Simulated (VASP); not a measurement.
# TiO2 (P4_2nm) in VASP: further runs

Runs on TiO2. Level: PBE. Tasks: single point.

All numbers are computed with VASP 6.6.1; they aren't measurements. Logs are shortened: lines on timing, memory, paths and dates and some standing lists are left out, and cuts for length are marked.

### Step 1. The cell of the first run

It takes space group P4_2nm (No. 102, tetragonal). The conventional cell has a = 4.643 Å, b = 4.643 Å, c = 2.964 Å, α = 90.00°, β = 90.00°, γ = 90.00°. Within 2.5 Å of Ti (site symmetry 2mm) lie 6 O at 1.85 to 2.07 Å. O (site symmetry m) has 3 Ti at 1.85 to 2.07 Å and 1 O at 2.56 Å within 2.6 Å.

### Step 2. Single point, PBE (atoms displaced along a vibrational mode)

INCAR reads:

```
SYSTEM = TiO2
ALGO     = Normal         ! electronic algorithm
EDIFF    = 1E-6           ! SCF threshold, eV
ENCUT    = 520            ! plane-wave cutoff, eV
GGA      = PE             ! functional
ISIF     = 2              ! what is computed and relaxed
ISMEAR   = 0              ! smearing method
LASPH    = .True.         ! aspherical terms in the spheres
LCHARG   = .False.        ! write CHGCAR
LREAL    = .False.        ! projectors in reciprocal space
LWAVE    = .False.        ! write WAVECAR
NBANDS   = 33             ! bands
NELM     = 80             ! most SCF steps
PREC     = Accurate       ! precision mode
SIGMA    = 0.05           ! smearing width, eV
```

KPOINTS reads:

```
k-points
0
Gamma
  6 6 10
  0 0 0
```

POSCAR reads:

```
TiO2
1.0
    4.6433998164      0.0000000000      0.0000000000
    0.0000000000      4.6433998164      0.0000000000
    0.0000000000      0.0000000000      2.9638636888
Ti O
2 4
Direct
    0.0000000000      0.0000000000      0.0196221979
    0.5000000000      0.5000000000      0.5196221979
    0.3050970583      0.3050970583     -0.0293535767
    0.1949029417      0.8050970583      0.4706464233
    0.6949029417      0.6949029417     -0.0293535767
    0.8050970583      0.1949029417      0.4706464233
```

Potentials or basis: VASP PAW PBE potentials, release 64 (Ti_sv, O).

Command:

```console
> cat potpaw_PBE.64/Ti_sv/POTCAR potpaw_PBE.64/O/POTCAR > POTCAR
> mpirun -np 1 vasp_std > vasp.out
```

OUTCAR:

```text
SYSTEM = TiO2
   EDIFF = 1E-6
   ENCUT = 520
   GGA = PE
   ISIF = 2
   ISMEAR = 0
   LASPH = .True.
   LREAL = .False.
   NELM = 80
   PREC = Accurate

 ion  position               nearest neighbor table
   1  0.000  0.000  0.020-   4 1.85   6 1.85   5 2.01   3 2.01   4 2.07   6 2.07
   2  0.500  0.500  0.520-   3 1.85   5 1.85   4 2.01   6 2.01   3 2.07   5 2.07
   3  0.305  0.305  0.971-   2 1.85   1 2.01   2 2.07
   4  0.195  0.805  0.471-   1 1.85   2 2.01   1 2.07
   5  0.695  0.695  0.971-   2 1.85   1 2.01   2 2.07
   6  0.805  0.195  0.471-   1 1.85   2 2.01   1 2.07

  LATTYP: Found a simple tetragonal cell.
 ALAT       =     4.6433998164
 C/A-ratio  =     0.6382960344

  Lattice vectors:

 A1 = (   4.6433998164,   0.0000000000,   0.0000000000)
 A2 = (   0.0000000000,   4.6433998164,   0.0000000000)
 A3 = (   0.0000000000,   0.0000000000,   2.9638636888)

Analysis of symmetry for initial positions (statically):
=====================================================================
 Subroutine PRICEL returns:
 Original cell was already a primitive cell.

 Routine SETGRP: Setting up the symmetry group for a
 simple tetragonal supercell.

 Subroutine GETGRP returns: Found  8 space group operations
 (whereof  4 operations were pure point group operations)
 out of a pool of 16 trial point group operations.

The static configuration has the point symmetry C_2v.
 The point group associated with its full space group is C_4v.

Analysis of symmetry for dynamics (positions and initial velocities):
=====================================================================
 Subroutine PRICEL returns:
 Original cell was already a primitive cell.

 Routine SETGRP: Setting up the symmetry group for a
 simple tetragonal supercell.

 Subroutine GETGRP returns: Found  8 space group operations
 (whereof  4 operations were pure point group operations)
 out of a pool of 16 trial point group operations.

The dynamic configuration has the point symmetry C_2v.
 The point group associated with its full space group is C_4v.

 Subroutine INISYM returns: Found  8 space group operations
 (whereof  4 operations are pure point group operations),
 and found     1 'primitive' translations

----------------------------------------------------------------------------------------

                                     Primitive cell

  volume of cell :      63.9043

  direct lattice vectors                    reciprocal lattice vectors
     4.643399816  0.000000000  0.000000000     0.215359443  0.000000000  0.000000000
     0.000000000  4.643399816  0.000000000     0.000000000  0.215359443  0.000000000
     0.000000000  0.000000000  2.963863689     0.000000000  0.000000000  0.337397433

  length of vectors
     4.643399816  4.643399816  2.963863689     0.215359443  0.215359443  0.337397433

  position of ions in fractional coordinates (direct lattice)
     0.000000000  0.000000000  0.019622198
     0.500000000  0.500000000  0.519622198
     0.305097058  0.305097058  0.970646423
     0.194902942  0.805097058  0.470646423
     0.694902942  0.694902942  0.970646423
     0.805097058  0.194902942  0.470646423

  ion indices of the primitive-cell ions
   primitive index   ion index
                 1           1
                 2           2
                 3           3
                 4           4
                 5           5
                 6           6

----------------------------------------------------------------------------------------

 KPOINTS: k-points

Automatic generation of k-mesh.
 Grid dimensions read from file:
 generate k-points for:    6    6   10

 Generating k-lattice:

  Cartesian coordinates                     Fractional coordinates (reciprocal lattice)
     0.035893241  0.000000000  0.000000000     0.166666667  0.000000000  0.000000000
     0.000000000  0.035893241  0.000000000     0.000000000  0.166666667  0.000000000
     0.000000000  0.000000000  0.033739743     0.000000000  0.000000000  0.100000000

  Length of vectors
     0.035893241  0.035893241  0.033739743

  Shift w.r.t. Gamma in fractional coordinates (k-lattice)
     0.000000000  0.000000000  0.000000000

 Subroutine IBZKPT returns following result:
 ===========================================

 Found     60 irreducible k-points:

 Following reciprocal coordinates:
            Coordinates               Weight
  0.000000  0.000000  0.000000      1.000000
  0.166667  0.000000  0.000000      4.000000
  0.333333  0.000000  0.000000      4.000000
  0.500000  0.000000  0.000000      2.000000
  0.166667  0.166667  0.000000      4.000000
  0.333333  0.166667  0.000000      8.000000
[... 16 lines left out ...]
  0.333333  0.000000  0.200000      8.000000
  0.500000  0.000000  0.200000      4.000000
 [... further k-points ...]
   k-points           NKPTS =     60   k-points in BZ     NKDIM =     60   number of bands    NBANDS=     33
   number of dos      NEDOS =    301   number of ions     NIONS =      6
   total plane-waves  NPLWV =  31104
   dimension x,y,z NGX =    36 NGY =   36 NGZ =   24
   dimension x,y,z NGXF=    72 NGYF=   72 NGZF=   48
   ions per type =               2   4
   NGX,Y,Z   is equivalent  to a cutoff of  12.89, 12.89, 13.46 a.u.
   NGXF,Y,Z  is equivalent  to a cutoff of  25.78, 25.78, 26.92 a.u.
 SYSTEM =  TiO2
   PREC   = accura    normal or accurate (medium, high low for compatibility)
   ISTART =      0    job   : 0-new  1-cont  2-samecut
   ICHARG =      2    charge: 1-file 2-atom 10-const
   ISPIN  =      1    spin polarized calculation?
   LNONCOLLINEAR =      F non collinear calculations
   LSORBIT =      F    spin-orbit coupling
   LASPH  =      T    aspherical Exc in radial PAW
   ENCUT  =  520.0 eV  38.22 Ry    6.18 a.u.   8.63  8.63  5.51*2*pi/ulx,y,z
   NELM   =     80;   NELMIN=  2; NELMDL= -5     # of ELM steps
   EDIFF  = 0.1E-05   stopping-criterion for ELM
   LREAL  =      F    real-space projection
   EDIFFG = 0.1E-04   stopping-criterion for IOM
   NSW    =      0    number of steps for IOM
   IBRION =     -1    ionic relax: 0-MD 1-quasi-New 2-CG
   NFREE  =      0    steps in history (QN), initial steepest desc. (CG)
   ISIF   =      2    stress and relaxation
   ISYM   =      2    0-nonsym 1-usesym 2-fastsym
   POTIM  = 0.5000    time-step for ionic-motion
   TEBEG  =    0.0;   TEEND  =   0.0 temperature during run
   PSTRESS=    0.0 pullay stress
   NELECT =      48.0000    total number of electrons
   NUPDOWN=      -1.0000    fix difference up-down
   EMIN   =  10.00;   EMAX   =-10.00  energy-range for DOS
   EFERMI =   0.00;   METHOD = LEGACY
   ISMEAR =     0;   SIGMA  =   0.05  broadening in eV -4-tet -1-fermi 0-gaus
   EFERMI_NEDOS =   21; number of points for ismear=-14 and -15
   IALGO  =     38    algorithm
   IMIX   =      4    mixing-type and parameters
     AMIX     =   0.40;   BMIX     =  1.00
     AMIX_MAG =   1.60;   BMIX_MAG =  1.00
  volume/ion in A,a.u.               =      10.65        71.87
  Fermi-wavevector in a.u.,A,eV,Ry     =   1.488145  2.812185 30.131111  2.214574
  Thomas-Fermi vector in A             =   2.601216
   LORBIT       =      0    0 simple, 1 ext, 2 COOP (PROOUT), +10 PAW based schemes
   GGA     = PE    functional components
   LHFCALC =     F    Hartree Fock is set to
   AEXX    =    0.0000 exact exchange contribution
   IVDW    =     0    specifies the selected vdW correction
   LEPSILON=     F    determine dielectric tensor
   LRPA    =     F    only Hartree local field effects (RPA)
 non-spin polarized calculation
 Gauss-broadening in eV      SIGMA  =   0.05
  energy-cutoff  :      520.00
  volume of cell :       63.90
 maximum number of plane-waves:      1748
 NGX is ok and might be reduce to    36
   NGX = 17   NGY = 17   NGZ = 11

 number of electron      48.0000028 magnetization

 Free energy of the ion-electron system (eV)
  ---------------------------------------------------
  ext. energy  EPLUGINS =         0.00000000
  ---------------------------------------------------
  free energy    TOTEN  =       -53.66145815 eV

  energy without entropy =      -53.66145815  energy(sigma->0) =      -53.66145815

 E-fermi :   4.8241     XC(G=0): -11.2700

 val. band max:        4.4732299620   @ k =   0.0000   0.0000   0.0000
 cond. band min:       6.5922216990   @ k =   0.5000   0.1667   0.5000
 fundamental gap:      2.1189917370
 Fermi energy:         4.8240981990

 k-point     1 :       0.0000    0.0000    0.0000
  band No.  band energies     occupation
      1     -52.2537      2.00000
      2     -52.2387      2.00000
      3     -28.5663      2.00000
      4     -28.5663      2.00000
      5     -28.4003      2.00000
      6     -28.4003      2.00000
[... 25 lines left out ...]
     32      11.0273      0.00000
     33      11.0296      0.00000

 k-point     2 :       0.1667    0.0000    0.0000
  band No.  band energies     occupation
      1     -52.2527      2.00000
      2     -52.2397      2.00000
      3     -28.5589      2.00000
      4     -28.5584      2.00000
      5     -28.4097      2.00000
      6     -28.4094      2.00000
[... 25 lines left out ...]
     32      10.8758      0.00000
     33      11.0312      0.00000

 k-point     3 :       0.3333    0.0000    0.0000
  band No.  band energies     occupation
      1     -52.2499      2.00000
      2     -52.2424      2.00000
      3     -28.5406      2.00000
      4     -28.5393      2.00000
      5     -28.4309      2.00000
      6     -28.4303      2.00000
[... 25 lines left out ...]
     32      10.5016      0.00000
     33      11.0712      0.00000

 k-point     4 :       0.5000    0.0000    0.0000
  band No.  band energies     occupation
      1     -52.2461      2.00000
      2     -52.2461      2.00000
      3     -28.5272      2.00000
      4     -28.5272      2.00000
      5     -28.4443      2.00000
      6     -28.4443      2.00000
[... 673 lines left out ...]
     32      10.3503      0.00000
     33      10.7114      0.00000

 k-point    23 :       0.3333    0.0000    0.2000
  band No.  band energies     occupation
      1     -52.2358      2.00000
      2     -52.2297      2.00000
      3     -28.5445      2.00000
      4     -28.5282      2.00000
      5     -28.5011      2.00000
      6     -28.4937      2.00000
[... 25 lines left out ...]
     32       9.8822      0.00000
     33      10.8869      0.00000

 k-point    24 :       0.5000    0.0000    0.2000
  band No.  band energies     occupation
      1     -52.2327      2.00000
      2     -52.2327      2.00000
      3     -28.5384      2.00000
      4     -28.5384      2.00000
      5     -28.4884      2.00000
      6     -28.4884      2.00000
[... 25 lines left out ...]
     32       9.6016      0.00000
     33      11.2289      0.00000

 [... further k-points ...]

------------------------ aborting loop because EDIFF is reached ----------------------------------------

  FORCE on cell =-STRESS in cart. coord.  units (eV):
  Direction    XX          YY          ZZ          XY          YZ          ZX
  --------------------------------------------------------------------------------------
  -------------------------------------------------------------------------------------
  Total        1.1608828      1.1608828      1.8828813      0.0000000      0.0000000      0.0000000
  in kB       29.1050660     29.1050660     47.2066457      0.0000000      0.0000000      0.0000000
  external PRESSURE =      35.1389259 kB  Pullay stress =       0.0000000 kB

 VOLUME and BASIS-vectors are now :
 -----------------------------------------------------------------------------
  energy-cutoff  :      520.00
  volume of cell :       63.90
      direct lattice vectors                 reciprocal lattice vectors
     4.643399816  0.000000000  0.000000000     0.215359443  0.000000000  0.000000000
     0.000000000  4.643399816  0.000000000     0.000000000  0.215359443  0.000000000
     0.000000000  0.000000000  2.963863689     0.000000000  0.000000000  0.337397433

 POSITION                                       TOTAL-FORCE (eV/Angst)
 -----------------------------------------------------------------------------------
      0.00000      0.00000      0.05816         0.000000      0.000000     -0.259460
      2.32170      2.32170      1.54009         0.000000      0.000000     -0.259460
      1.41669      1.41669      2.87686        -0.188144     -0.188144      0.129730
      0.90501      3.73839      1.39493         0.188144     -0.188144      0.129730
      3.22671      3.22671      2.87686         0.188144      0.188144      0.129730
      3.73839      0.90501      1.39493        -0.188144      0.188144      0.129730
 -----------------------------------------------------------------------------------
    total drift:                               -0.000000      0.000000      0.000662

  FREE ENERGIE OF THE ION-ELECTRON SYSTEM (eV)
  ---------------------------------------------------
  free  energy   TOTEN  =       -53.6614581522 eV

  energy  without entropy=      -53.6614581522  energy(sigma->0) =      -53.66145815
```

Run time: 3 min. Hardware: 1 thread of Intel Xeon 8259CL, shared host; peak memory 0.24 GiB.

What came out:

* Free energy: -53.6615 eV
* Pressure: 3.5 GPa
* Largest force: 0.296 eV/Å
* Band gap on the k mesh: 2.12 eV (least direct gap 2.41 eV)

Forces on the atoms (eV/Å):
```
Ti   0.000  0.000 -0.259
Ti   0.000  0.000 -0.259
O   -0.188 -0.188  0.130
O    0.188 -0.188  0.130
O    0.188  0.188  0.130
O   -0.188  0.188  0.130
```

Caveat: the cell differs from its parent crystal (atoms displaced along a vibrational mode); the cell stands under pressure.

[end of part 1 of 2]
